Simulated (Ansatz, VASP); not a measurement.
# GaSb in VASP and in Ansatz

File INCAR:

```
SYSTEM = GaSb
PREC = Accurate
ENCUT = 520
EDIFF = 1E-6
ISMEAR = 0
SIGMA = 0.15
LREAL = .False.
LASPH = .True.
NELM = 100
ALGO = Normal
ISIF = 2
LWAVE = .False.
LCHARG = .True.
GGA = PS
LELF = .True.
LVHAR = .True.
NBANDS = 16
```

The input KPOINTS:

```
regular mesh
0
Gamma
  14 14 14
  0 0 0
```

File POSCAR:

```
GaSb
1.0
    0.0000000000      3.0590000000      3.0590000000
    3.0131150000      0.0000000000      3.0590000000
    3.0131150000      3.0590000000      0.0000000000
Ga Sb
1 1
Direct
    0.0000000000      0.0000000000      0.0000000000
    0.7500000000      0.7500000000      0.7500000000
```

Input for Ansatz:

```yaml
crystal:
  lattice:
    - [0.0, 3.059, 3.059]
    - [3.013115, 0.0, 3.059]
    - [3.013115, 3.059, 0.0]
  atoms:
    - { symbol: Ga, position: [0.0, 0.0, 0.0] }
    - { symbol: Sb, position: [0.75, 0.75, 0.75] }
basis:
  ecutwfc: 420
kpoints:
  mp_grid: { grid: [14, 14, 14] }
hamiltonian:
  xc: pbesol
scf:
  occupations: { method: gaussian, width: 0.15 }
output:
  forces: true
  stress: true
  eigenvalues: true
  write_density: true
  write_potential: true
  elf: true
  volumetric_format: npy
```

Change from the starting cell: strain -0.0150 x Voigt [1, 0, 0, 0, 0, 0], atoms carried along.

Alike in both runs: task single point; functional PBEsol; k mesh 14 × 14 × 14; occupations gaussian, width 0.15 eV; no spin polarisation.

|  | VASP | Ansatz |
| --- | --- | --- |
| version | VASP 6.6.1 | Ansatz 0.2.0 |
| potentials or method | VASP PAW PBE potentials, release 64 (Ga_d, Sb), cutoff 520 eV | scalar-relativistic, plane waves, PAW |
| valence electrons in the cell | 18 | 28 |

VASP gave:

| Property | Result |
| --- | --- |
| gap on the k mesh at the Fermi level (eV) | none |
| pressure (GPa) | 0.7 |
| traceless stress, the component that is largest in VASP (GPa) | 0.43 |

Which values does Ansatz return?

gap on the k mesh at the Fermi level (eV): none; pressure (GPa): 0.6; traceless stress, the component that is largest in VASP (GPa): 0.43.

VASP's potentials were made for PBE, not for PBEsol. A gap of «none» marks a metal or a gap that the smearing closes. VASP's potentials hold 18 valence electrons a cell and Ansatz's 28, so a difference there can come from the potentials and not from the codes.

Neither program's run includes spin-orbit coupling.
